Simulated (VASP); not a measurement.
The system is ZrTi2B3.

```
CELL_PARAMETERS angstrom
4.05963 0.00000 0.00000
-2.02982 3.51574 0.00000
0.00000 0.00000 5.12431
ATOMIC_POSITIONS crystal
Zr 0.00000 0.00000 0.00000
Ti 0.66667 0.33333 0.50000
Ti 0.33333 0.66667 0.00000
B 0.17263 0.82737 0.50000
B 0.17263 0.34527 0.50000
B 0.65473 0.82737 0.50000
```

| Item | Value |
| --- | --- |
| Program | VASP 6.6.1 |
| Task | relaxation of cell and atoms |
| Functional | PBE |
| Potentials or basis | VASP PAW PBE potentials, release 64 (Zr_sv, Ti_sv, B) |
| Cutoff | 600 eV |
| k mesh | 5 × 5 × 3 |
| Occupations | gaussian, width 0.2 eV |
| Spin | no spin polarisation |

At the start: pressure 17.6 GPa; volume 12.19 Å³/atom.

Task: Where does the relaxation end?

Result: Over 15 steps the energy falls by 1008.5 meV/atom and the volume is 12.83 Å³/atom (+5.3 %); space group P-6m2 (No. 187, to 0.05 Å).

Step by step:
```
step  energy change (eV)  largest force (eV/Å)  pressure (GPa)  volume (Å³)
   1              0.0000                0.1894           17.60        73.14
   2             -4.0422                0.5994          -16.69        85.63
   3             -4.1009                0.6570          -17.41        86.38
   4             -4.9959                1.4093           14.98        71.39
   5             -5.2317                1.2387            2.44        75.44
   6             -5.4759                1.2904            2.23        75.78
   7             -5.4654                0.5673            5.54        76.53
   8             -5.6808                1.0075            2.61        76.11
   9             -5.6997                0.5854            3.32        76.28
  10             -5.8319                0.0935            0.12        77.98
  11             -5.8539                0.2565           -1.41        79.03
  12             -5.9915                0.0525           -1.57        78.52
  13             -6.0483                0.0680           -1.37        77.82
  14             -6.0484                0.0660           -1.39        77.87
  15             -6.0510                0.0307            0.49        76.99
```

Final structure:
```xyz
6
Lattice="4.7878 0.0000 0.0000 -2.3939 4.1463 0.0000 0.0000 0.0000 3.8781" Properties=species:S:1:pos:R:3 pbc="T T T"
Zr   -2.3939    4.1463    3.8781
Ti    2.3939    1.3821    1.9390
Ti    0.0000    2.7642    3.8781
B    -0.9162    3.2932    1.9390
B     0.0000    1.7063    1.9390
B     0.9162    3.2932    1.9390
```

Caveat: the k points lie up to 0.54 Å⁻¹ apart in the final cell; the relaxation stopped at a loose force limit of 0.08 eV/Å, so its end isn't a converged minimum.
